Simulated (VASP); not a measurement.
# AlCo (Pm-3m) in VASP: notebook

Runs on AlCo. Level: PBE. Tasks: single point.

Program: VASP 6.6.1. These are calculated values, not measurements. Logs are shortened: lines on timing, memory, paths and dates and some standing lists are left out, and cuts for length are marked.

## 1. The cell of the first run

The structure is cubic, space group Pm-3m (No. 221). Conventional cell: a = 2.742 Å, b = 2.742 Å, c = 2.742 Å, α = 90.00°, β = 90.00°, γ = 90.00°. Within 3.1 Å of Al (site symmetry m-3m) lie 8 Co at 2.37 Å and 6 Al at 2.74 Å. Within 3.1 Å of Co (site symmetry m-3m) lie 8 Al at 2.37 Å and 6 Co at 2.74 Å.

## 2. Single point, PBE, collinear spin, ferromagnetic start

INCAR

```
SYSTEM = AlCo
PREC = Accurate
ENCUT = 520
EDIFF = 1E-7
ISMEAR = 0
SIGMA = 0.15
LREAL = .False.
LASPH = .True.
NELM = 150
ALGO = Normal
ISIF = 2
LWAVE = .False.
LCHARG = .False.
ISPIN = 2
MAGMOM = 0 1.8
LORBIT = 11
LMAXMIX = 4
GGA = PE
NBANDS = 17
```

KPOINTS

```
regular mesh
0
Gamma
  10 10 10
  0 0 0
```

POSCAR

```
AlCo
1.0
    2.7421198544      0.0000000000      0.0000000000
    0.0000000000      2.7421198544      0.0000000000
    0.0000000000      0.0000000000      2.7421198544
Al Co
1 1
Direct
    0.0000000000      0.0000000000      0.0000000000
    0.5000000000      0.5000000000      0.5000000000
```

Potentials or basis: VASP PAW PBE potentials, release 64 (Al, Co).

The run is started by

```console
cat potpaw_PBE.64/Al/POTCAR potpaw_PBE.64/Co/POTCAR > POTCAR
mpirun -np 1 vasp_std > vasp.out
```

OUTCAR:

```text
SYSTEM = AlCo
   PREC = Accurate
   ENCUT = 520
   EDIFF = 1E-7
   ISMEAR = 0
   LREAL = .False.
   LASPH = .True.
   NELM = 150
   ISIF = 2
   ISPIN = 2
   LORBIT = 11
   GGA = PE

 ion  position               nearest neighbor table
   1  0.000  0.000  0.000-   2 2.37   2 2.37   2 2.37   2 2.37   2 2.37   2 2.37   2 2.37   2 2.37

   2  0.500  0.500  0.500-   1 2.37   1 2.37   1 2.37   1 2.37   1 2.37   1 2.37   1 2.37   1 2.37

  LATTYP: Found a simple cubic cell.
 ALAT       =     2.7421198544

  Lattice vectors:

 A1 = (   2.7421198544,   0.0000000000,   0.0000000000)
 A2 = (   0.0000000000,   2.7421198544,   0.0000000000)
 A3 = (   0.0000000000,   0.0000000000,   2.7421198544)

Analysis of symmetry for initial positions (statically):
=====================================================================
 Subroutine PRICEL returns:
 Original cell was already a primitive cell.

 Routine SETGRP: Setting up the symmetry group for a
 simple cubic supercell.

 Subroutine GETGRP returns: Found 48 space group operations
 (whereof 48 operations were pure point group operations)
 out of a pool of 48 trial point group operations.

The static configuration has the point symmetry O_h .

Analysis of symmetry for dynamics (positions and initial velocities):
=====================================================================
 Subroutine PRICEL returns:
 Original cell was already a primitive cell.

 Routine SETGRP: Setting up the symmetry group for a
 simple cubic supercell.

 Subroutine GETGRP returns: Found 48 space group operations
 (whereof 48 operations were pure point group operations)
 out of a pool of 48 trial point group operations.

The dynamic configuration has the point symmetry O_h .

Analysis of structural, dynamic, and magnetic symmetry:
=====================================================================
 Subroutine PRICEL returns:
 Original cell was already a primitive cell.

 Routine SETGRP: Setting up the symmetry group for a
 simple cubic supercell.

 Subroutine GETGRP returns: Found 48 space group operations
 (whereof 48 operations were pure point group operations)
 out of a pool of 48 trial point group operations.

The overall configuration has the point symmetry O_h .

 Subroutine INISYM returns: Found 48 space group operations
 (whereof 48 operations are pure point group operations),
 and found     1 'primitive' translations

----------------------------------------------------------------------------------------

                                     Primitive cell

  volume of cell :      20.6186

  direct lattice vectors                    reciprocal lattice vectors
     2.742119854  0.000000000  0.000000000     0.364681361  0.000000000  0.000000000
     0.000000000  2.742119854  0.000000000     0.000000000  0.364681361  0.000000000
     0.000000000  0.000000000  2.742119854     0.000000000  0.000000000  0.364681361

  length of vectors
     2.742119854  2.742119854  2.742119854     0.364681361  0.364681361  0.364681361

  position of ions in fractional coordinates (direct lattice)
     0.000000000  0.000000000  0.000000000
     0.500000000  0.500000000  0.500000000

  ion indices of the primitive-cell ions
   primitive index   ion index
                 1           1
                 2           2

----------------------------------------------------------------------------------------

 KPOINTS: regular mesh

Automatic generation of k-mesh.
 Grid dimensions read from file:
 generate k-points for:   10   10   10

 Generating k-lattice:

  Cartesian coordinates                     Fractional coordinates (reciprocal lattice)
     0.036468136  0.000000000  0.000000000     0.100000000  0.000000000  0.000000000
     0.000000000  0.036468136  0.000000000     0.000000000  0.100000000  0.000000000
     0.000000000  0.000000000  0.036468136     0.000000000  0.000000000  0.100000000

  Length of vectors
     0.036468136  0.036468136  0.036468136

  Shift w.r.t. Gamma in fractional coordinates (k-lattice)
     0.000000000  0.000000000  0.000000000

 Subroutine IBZKPT returns following result:
 ===========================================

 Found     56 irreducible k-points:

 Following reciprocal coordinates:
            Coordinates               Weight
  0.000000  0.000000  0.000000      1.000000
  0.100000  0.000000  0.000000      6.000000
  0.200000  0.000000  0.000000      6.000000
  0.300000  0.000000  0.000000      6.000000
  0.400000  0.000000  0.000000      6.000000
  0.500000  0.000000  0.000000      3.000000
[... 16 lines left out ...]
  0.200000  0.100000  0.100000     24.000000
  0.300000  0.100000  0.100000     24.000000
 [... further k-points ...]
   k-points           NKPTS =     56   k-points in BZ     NKDIM =     56   number of bands    NBANDS=     17
   number of dos      NEDOS =    301   number of ions     NIONS =      2
   total plane-waves  NPLWV =   8000
   dimension x,y,z NGX =    20 NGY =   20 NGZ =   20
   dimension x,y,z NGXF=    40 NGYF=   40 NGZF=   40
   ions per type =               1   1
   NGX,Y,Z   is equivalent  to a cutoff of  12.13, 12.13, 12.13 a.u.
   NGXF,Y,Z  is equivalent  to a cutoff of  24.25, 24.25, 24.25 a.u.
 SYSTEM =  AlCo
   PREC   = accura    normal or accurate (medium, high low for compatibility)
   ISTART =      0    job   : 0-new  1-cont  2-samecut
   ICHARG =      2    charge: 1-file 2-atom 10-const
   ISPIN  =      2    spin polarized calculation?
   LNONCOLLINEAR =      F non collinear calculations
   LSORBIT =      F    spin-orbit coupling
   LASPH  =      T    aspherical Exc in radial PAW
   ENCUT  =  520.0 eV  38.22 Ry    6.18 a.u.   5.10  5.10  5.10*2*pi/ulx,y,z
   NELM   =    150;   NELMIN=  2; NELMDL= -5     # of ELM steps
   EDIFF  = 0.1E-06   stopping-criterion for ELM
   LREAL  =      F    real-space projection
   EDIFFG = 0.1E-05   stopping-criterion for IOM
   NSW    =      0    number of steps for IOM
   IBRION =     -1    ionic relax: 0-MD 1-quasi-New 2-CG
   NFREE  =      0    steps in history (QN), initial steepest desc. (CG)
   ISIF   =      2    stress and relaxation
   ISYM   =      2    0-nonsym 1-usesym 2-fastsym
   POTIM  = 0.5000    time-step for ionic-motion
   TEBEG  =    0.0;   TEEND  =   0.0 temperature during run
   PSTRESS=    0.0 pullay stress
   NELECT =      12.0000    total number of electrons
   NUPDOWN=      -1.0000    fix difference up-down
   EMIN   =  10.00;   EMAX   =-10.00  energy-range for DOS
   EFERMI =   0.00;   METHOD = LEGACY
   ISMEAR =     0;   SIGMA  =   0.15  broadening in eV -4-tet -1-fermi 0-gaus
   EFERMI_NEDOS =   21; number of points for ismear=-14 and -15
   IALGO  =     38    algorithm
   IMIX   =      4    mixing-type and parameters
     AMIX     =   0.40;   BMIX     =  1.00
     AMIX_MAG =   1.60;   BMIX_MAG =  1.00
  volume/ion in A,a.u.               =      10.31        69.57
  Fermi-wavevector in a.u.,A,eV,Ry     =   1.366833  2.582940 25.418848  1.868233
  Thomas-Fermi vector in A             =   2.492939
   LORBIT       =     11    0 simple, 1 ext, 2 COOP (PROOUT), +10 PAW based schemes
   GGA     = PE    functional components
   LHFCALC =     F    Hartree Fock is set to
   AEXX    =    0.0000 exact exchange contribution
   IVDW    =     0    specifies the selected vdW correction
   LEPSILON=     F    determine dielectric tensor
   LRPA    =     F    only Hartree local field effects (RPA)
 spin polarized calculation
 Gauss-broadening in eV      SIGMA  =   0.15
  energy-cutoff  :      520.00
  volume of cell :       20.62
 maximum number of plane-waves:       568
   NGX = 11   NGY = 11   NGZ = 11

 number of electron      12.0000011 magnetization       0.0002295

 number of electron      12.0000011 magnetization      -0.0000280

 Free energy of the ion-electron system (eV)
  ---------------------------------------------------
  ext. energy  EPLUGINS =         0.00000000
  ---------------------------------------------------
  free energy    TOTEN  =       -11.79902913 eV

  energy without entropy =      -11.79270030  energy(sigma->0) =      -11.79586472

 E-fermi :  12.2136     XC(G=0): -12.8408

 val. band max:       12.1619242135   @ k =   0.5000   0.4000   0.1000
 cond. band min:      12.3127559773   @ k =   0.5000   0.3000   0.0000
 fundamental gap:      0.1508317638
 Fermi energy:        12.2135748755

 spin component 1

 k-point     1 :       0.0000    0.0000    0.0000
  band No.  band energies     occupation
      1       0.3305      1.00000
      2       8.6856      1.00000
      3       8.6856      1.00000
      4      11.2179      1.00000
      5      11.2179      1.00000
      6      11.2179      1.00000
[... 9 lines left out ...]
     16      37.0789      0.00000
     17      37.0789      0.00000
[... 441 lines left out ...]
 k-point    24 :       0.3000    0.1000    0.1000
  band No.  band energies     occupation
      1       2.5114      1.00000
      2       8.0844      1.00000
      3       9.1604      1.00000
      4      10.3509      1.00000
      5      10.4696      1.00000
      6      11.0862      1.00000
[... 9 lines left out ...]
     16      35.1345      0.00000
     17      36.0080      0.00000

 [... further k-points ...]

 spin component 2

 k-point     1 :       0.0000    0.0000    0.0000
  band No.  band energies     occupation
      1       0.3305      1.00000
      2       8.6855      1.00000
      3       8.6855      1.00000
      4      11.2179      1.00000
      5      11.2179      1.00000
      6      11.2179      1.00000
[... 9 lines left out ...]
     16      37.0789      0.00000
     17      37.0789      0.00000
[... 441 lines left out ...]
 k-point    24 :       0.3000    0.1000    0.1000
  band No.  band energies     occupation
      1       2.5114      1.00000
      2       8.0844      1.00000
      3       9.1604      1.00000
      4      10.3509      1.00000
      5      10.4696      1.00000
      6      11.0862      1.00000
[... 9 lines left out ...]
     16      35.1345      0.00000
     17      36.0081      0.00000

 [... further k-points ...]

------------------------ aborting loop because EDIFF is reached ----------------------------------------

  FORCE on cell =-STRESS in cart. coord.  units (eV):
  Direction    XX          YY          ZZ          XY          YZ          ZX
  --------------------------------------------------------------------------------------
  -------------------------------------------------------------------------------------
  Total        3.4770772      3.4770772      3.4770772      0.0000000     -0.0000000     -0.0000000
  in kB      270.1877286    270.1877286    270.1877286      0.0000000     -0.0000000     -0.0000000
  external PRESSURE =     270.1877286 kB  Pullay stress =       0.0000000 kB

 VOLUME and BASIS-vectors are now :
 -----------------------------------------------------------------------------
  energy-cutoff  :      520.00
  volume of cell :       20.62
      direct lattice vectors                 reciprocal lattice vectors
     2.742119854  0.000000000  0.000000000     0.364681361  0.000000000  0.000000000
     0.000000000  2.742119854  0.000000000     0.000000000  0.364681361  0.000000000
     0.000000000  0.000000000  2.742119854     0.000000000  0.000000000  0.364681361

 POSITION                                       TOTAL-FORCE (eV/Angst)
 -----------------------------------------------------------------------------------
      0.00000      0.00000      0.00000         0.000000      0.000000      0.000000
      1.37106      1.37106      1.37106         0.000000      0.000000      0.000000
 -----------------------------------------------------------------------------------
    total drift:                               -0.000000      0.000000     -0.000000

  FREE ENERGIE OF THE ION-ELECTRON SYSTEM (eV)
  ---------------------------------------------------
  free  energy   TOTEN  =       -11.7990291337 eV

  energy  without entropy=      -11.7927002983  energy(sigma->0) =      -11.79586472

 total charge

# of ion       s       p       d       tot
------------------------------------------
    1        0.412   0.485   0.000   0.897
    2        0.482   0.613   7.598   8.694
--------------------------------------------------
tot          0.894   1.098   7.598   9.590

 magnetization (x)

# of ion       s       p       d       tot
------------------------------------------
    1       -0.000   0.000   0.000   0.000
    2       -0.000   0.000  -0.000  -0.000
--------------------------------------------------
tot         -0.000   0.000  -0.000  -0.000
```

It took 43 s on 1 thread of Intel Xeon 8259CL, shared host; peak memory 0.15 GiB.

Results:

| Quantity | Value |
| --- | --- |
| Free energy | -11.7990 eV |
| Pressure | 27.0 GPa |
| Band gap on the k mesh | zero (filled and empty bands overlap) |
| Net moment | 0.00 μB per cell |
| Valence electrons inside the program's atomic spheres | Al 0.90; Co 8.69 |

Levels at points of the mesh, in eV from the Fermi level:
Spin up:
```
           k point  band 2  band 3  band 4  band 5  band 6  band 7  band 8  band 9  band 10  band 11
(0.00, 0.00, 0.00)   -3.53   -3.53   -1.00   -1.00   -1.00    6.58    6.58    6.58     9.22     9.22
(0.50, 0.00, 0.00)   -7.19   -2.82   -2.01   -2.01   -0.86    0.24    8.53   11.28    11.28    12.96
(0.50, 0.50, 0.00)   -3.55   -2.92   -2.92   -1.79   -1.79   -0.28    2.80    4.17    14.15    16.88
(0.50, 0.50, 0.50)   -4.52   -4.52   -0.23   -0.23    2.39    2.39    2.39    5.24     5.98     5.98
```
Spin down:
| k point | band 3 | band 4 | band 5 | band 6 | band 7 | band 8 | band 9 | band 10 |
| --- | --- | --- | --- | --- | --- | --- | --- | --- |
| (0.00, 0.00, 0.00) | -3.53 | -1.00 | -1.00 | -1.00 | 6.58 | 6.58 | 6.58 | 9.22 |
| (0.50, 0.00, 0.00) | -2.82 | -2.01 | -2.01 | -0.86 | 0.24 | 8.53 | 11.28 | 11.28 |
| (0.50, 0.50, 0.00) | -2.92 | -2.92 | -1.79 | -1.79 | -0.28 | 2.80 | 4.17 | 14.15 |
| (0.50, 0.50, 0.50) | -4.52 | -0.23 | -0.23 | 2.39 | 2.39 | 2.39 | 5.24 | 5.98 |

Caveat: the cell stands under pressure.

## 3. Single point, PBE, collinear spin, ferromagnetic start

This run uses another cell than the first one, of 10.76 Å³/atom.

INCAR

```
SYSTEM = AlCo
  PREC = Accurate
  ENCUT = 520
  EDIFF = 1E-7
  ISMEAR = 0
  SIGMA = 0.15
  LREAL = .False.
  LASPH = .True.
  NELM = 150
  ALGO = Normal
  ISIF = 2
  LWAVE = .False.
  LCHARG = .True.
  ISPIN = 2
  MAGMOM = 0 1.8
  LORBIT = 11
  LMAXMIX = 4
  GGA = PE
  LELF = .True.
  LVHAR = .True.
  NBANDS = 17
```

KPOINTS is that of step 2.

POSCAR

```
AlCo
1.0
    2.7812982884      0.0000000000      0.0000000000
    0.0000000000      2.7812982884      0.0000000000
    0.0000000000      0.0000000000      2.7812982884
Al Co
1 1
Direct
    0.0000000000      0.0000000000      0.0000000000
    0.5000000000      0.5000000000      0.5000000000
```

Potentials or basis: VASP PAW PBE potentials, release 64 (Al, Co).

The run is started by

```console
cat potpaw_PBE.64/Al/POTCAR potpaw_PBE.64/Co/POTCAR > POTCAR
mpirun -np 1 vasp_std > vasp.out
```

Wall time 62 s (1 thread of Intel Xeon 8259CL, shared host); peak memory 0.17 GiB.

Results (log left out):

| Quantity | Value |
| --- | --- |
| Free energy | -11.9175 eV |
| Pressure | 15.7 GPa |
| Band gap on the k mesh | zero (filled and empty bands overlap) |
| Net moment | 0.00 μB per cell |
| Valence electrons inside the program's atomic spheres | Al 0.87; Co 8.60 |

Levels at points of the mesh, in eV from the Fermi level:
Spin up:
```tsv
k point	band 3	band 4	band 5	band 6	band 7	band 8	band 9	band 10
(0.00, 0.00, 0.00)	-3.30	-0.93	-0.93	-0.93	6.36	6.36	6.36	9.05
(0.50, 0.00, 0.00)	-2.64	-1.89	-1.89	-0.80	0.22	8.50	11.04	11.04
(0.50, 0.50, 0.00)	-2.82	-2.82	-1.68	-1.68	-0.26	2.66	3.90	13.63
(0.50, 0.50, 0.50)	-4.29	-0.22	-0.22	2.40	2.40	2.40	4.82	5.74
```
Spin down:
| k point | band 3 | band 4 | band 5 | band 6 | band 7 | band 8 | band 9 | band 10 |
| --- | --- | --- | --- | --- | --- | --- | --- | --- |
| (0.00, 0.00, 0.00) | -3.30 | -0.93 | -0.93 | -0.93 | 6.36 | 6.36 | 6.36 | 9.05 |
| (0.50, 0.00, 0.00) | -2.64 | -1.89 | -1.89 | -0.80 | 0.22 | 8.50 | 11.04 | 11.04 |
| (0.50, 0.50, 0.00) | -2.82 | -2.82 | -1.68 | -1.68 | -0.26 | 2.66 | 3.90 | 13.63 |
| (0.50, 0.50, 0.50) | -4.29 | -0.21 | -0.21 | 2.40 | 2.40 | 2.40 | 4.82 | 5.74 |

Caveat: the cell stands under pressure.

## 4. Single point, PBE, collinear spin, ferromagnetic start

This run uses another cell than the first one, of 11.21 Å³/atom.

INCAR

```
PREC     = Accurate       # precision mode
ENCUT    = 520            # plane-wave cutoff, eV
EDIFF    = 1E-6           # SCF threshold, eV
ISMEAR   = 0              # smearing method
SIGMA    = 0.15           # smearing width, eV
LREAL    = False          # projectors in reciprocal space
LASPH    = True           # aspherical terms in the spheres
NELM     = 150            # most SCF steps
ALGO     = Normal         # electronic algorithm
ISIF     = 2              # what is computed and relaxed
LWAVE    = False          # write WAVECAR
LCHARG   = False          # write CHGCAR
ISPIN    = 2              # spin polarisation
MAGMOM   = 0 1.8          # initial moments
LORBIT   = 11             # projections on sites
LMAXMIX  = 4              # l up to which the mixer works
GGA      = PE             # functional
NBANDS   = 17             # bands
```

KPOINTS

```
regular mesh
0
Gamma
  10 10 10
```

POSCAR

```
AlCo
1.0
    2.8194030000      0.0000000000      0.0000000000
    0.0000000000      2.8194030000      0.0000000000
    0.0000000000      0.0000000000      2.8194030000
Al Co
1 1
Direct
    0.0000000000      0.0000000000      0.0000000000
    0.5000000000      0.5000000000      0.5000000000
```

The run is started by

```console
cat potpaw_PBE.64/Al/POTCAR potpaw_PBE.64/Co/POTCAR > POTCAR
mpirun -np 1 vasp_std > vasp.out
```

It took 41 s on 1 thread of Intel Xeon 8259CL, shared host; peak memory 0.17 GiB.

Results (log left out):

```
Free energy                                           : -11.9789 eV
Pressure                                              : 6.6 GPa
Band gap on the k mesh                                : zero (filled and empty bands overlap)
Net moment                                            : 0.00 μB per cell
Valence electrons inside the program's atomic spheres : Al 0.84; Co 8.51
```

Levels at points of the mesh, in eV from the Fermi level:
Spin up:
```
           k point  band 2  band 3  band 4  band 5  band 6  band 7  band 8  band 9  band 10  band 11
(0.00, 0.00, 0.00)   -3.10   -3.10   -0.87   -0.87   -0.87    6.15    6.15    6.15     8.88     8.88
(0.50, 0.00, 0.00)   -6.78   -2.48   -1.78   -1.78   -0.75    0.20    8.46   10.81    10.81    12.01
(0.50, 0.50, 0.00)   -3.17   -2.73   -2.73   -1.57   -1.57   -0.24    2.54    3.66    13.14    16.14
(0.50, 0.50, 0.50)   -4.08   -4.08   -0.20   -0.20    2.40    2.40    2.40    4.43     5.51     5.51
```
Spin down:
| k point | band 4 | band 5 | band 6 | band 7 | band 8 | band 9 |
| --- | --- | --- | --- | --- | --- | --- |
| (0.00, 0.00, 0.00) | -0.87 | -0.87 | -0.87 | 6.15 | 6.15 | 6.15 |
| (0.50, 0.00, 0.00) | -1.78 | -1.78 | -0.75 | 0.21 | 8.46 | 10.81 |
| (0.50, 0.50, 0.00) | -2.73 | -1.57 | -1.57 | -0.24 | 2.54 | 3.66 |
| (0.50, 0.50, 0.50) | -0.20 | -0.20 | 2.40 | 2.40 | 2.40 | 4.43 |

Caveat: the cell stands under pressure.

(Continued in part 2 of 2.)
